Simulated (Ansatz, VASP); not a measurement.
Given: the input of a run of VASP 6.6.1 on TiO2.

Contents of INCAR:

```
SYSTEM = TiO2
  ALGO = Normal
  EDIFF = 1E-6
  ENCUT = 520
  GGA = PE
  ISIF = 2
  ISMEAR = -1
  LASPH = .True.
  LCHARG = .False.
  LREAL = .False.
  LWAVE = .False.
  NBANDS = 60
  NELM = 100
  PREC = Accurate
  SIGMA = 0.05
```

The input KPOINTS:

```
k-points
0
Gamma
  8 8 4
  0 0 0
```

File POSCAR:

```
TiO2
1.0
    6.0279587373     -1.8450195788      0.0000000000
    6.0279587373      1.8450195788      0.0000000000
   -1.8889614683      0.0000000000      6.1997680296
Ti O
4 8
Direct
    0.9000710000      0.9000710000      0.2896020000
    0.1952860000      0.1952860000      0.2837620000
    0.0999290000      0.0999290000      0.7103980000
    0.8047140000      0.8047140000      0.7162380000
    0.3619310000      0.3619310000      0.2933970000
    0.2634885000      0.2634885000      0.6525000000
    0.8671885000      0.8671885000      0.9952910000
    0.7365115000      0.7365115000      0.3475000000
    0.9416475000      0.9416475000      0.6300210000
    0.1328115000      0.1328115000      0.0047090000
    0.6380690000      0.6380690000      0.7066030000
    0.0583525000      0.0583525000      0.3699790000
```

Potentials or basis: VASP PAW PBE potentials, release 64 (Ti_sv, O).

Launch:

```sh
$ cat potpaw_PBE.64/Ti_sv/POTCAR potpaw_PBE.64/O/POTCAR > POTCAR
$ mpirun -np 1 vasp_std > vasp.out
```

**Question.** Translate it to Ansatz 0.2.0. Potentials there: PseudoDojo stringent (PBE files).

**Answer.** As run (the cutoff follows the program's own potentials):

Contents of input.yaml:

```yaml
crystal:
  lattice:
    - [6.0279587373, -1.8450195788, 0.0]
    - [6.0279587373, 1.8450195788, 0.0]
    - [-1.8889614683, 0.0, 6.1997680296]
  atoms:
    - { symbol: Ti, position: [0.900071, 0.900071, 0.289602] }
    - { symbol: Ti, position: [0.195286, 0.195286, 0.283762] }
    - { symbol: Ti, position: [0.099929, 0.099929, 0.710398] }
    - { symbol: Ti, position: [0.804714, 0.804714, 0.716238] }
    - { symbol: O, position: [0.361931, 0.361931, 0.293397] }
    - { symbol: O, position: [0.2634885, 0.2634885, 0.6525] }
    - { symbol: O, position: [0.8671885, 0.8671885, 0.995291] }
    - { symbol: O, position: [0.7365115, 0.7365115, 0.3475] }
    - { symbol: O, position: [0.9416475, 0.9416475, 0.630021] }
    - { symbol: O, position: [0.1328115, 0.1328115, 0.004709] }
    - { symbol: O, position: [0.638069, 0.638069, 0.706603] }
    - { symbol: O, position: [0.0583525, 0.0583525, 0.369979] }
hamiltonian:
  xc: pbe
  pseudopotentials: { kind: nc, accuracy: stringent }
kpoints:
  mp_grid: { grid: [8, 8, 4] }
scf:
  occupations: { method: fermi_dirac, width: 0.05 }
output:
  forces: true
  stress: true
  eigenvalues: true
```

Potentials or basis: PseudoDojo stringent (PBE files).

The run is started by

```bash
$ ansatz run input.yaml --threads 2 --pin off --max-ram 5120MiB --backend cpu --events-out ev --progress --plain --runs-dir out
```

Both were run:

|  | VASP | Ansatz | Ansatz less VASP |
| --- | --- | --- | --- |
| gap on the k mesh at the Fermi level (eV) | 2.94 | 2.98 | +0.042 |
| least direct gap on the mesh (eV) | 3.13 | 3.17 | +0.041 |
| pressure (GPa) | 13.0 | 11.9 | -1.07 |
| traceless stress, the component that is largest in VASP (GPa) | 0.64 | 0.51 | -0.132 |
| rms of the force components (eV/Å) | 0.150 | 0.124 | -0.0265 |

Atom by atom the forces differ by 0.028 eV/Å (rms over components). With one functional, cell and mesh, what is left measures potentials, basis and numerics.
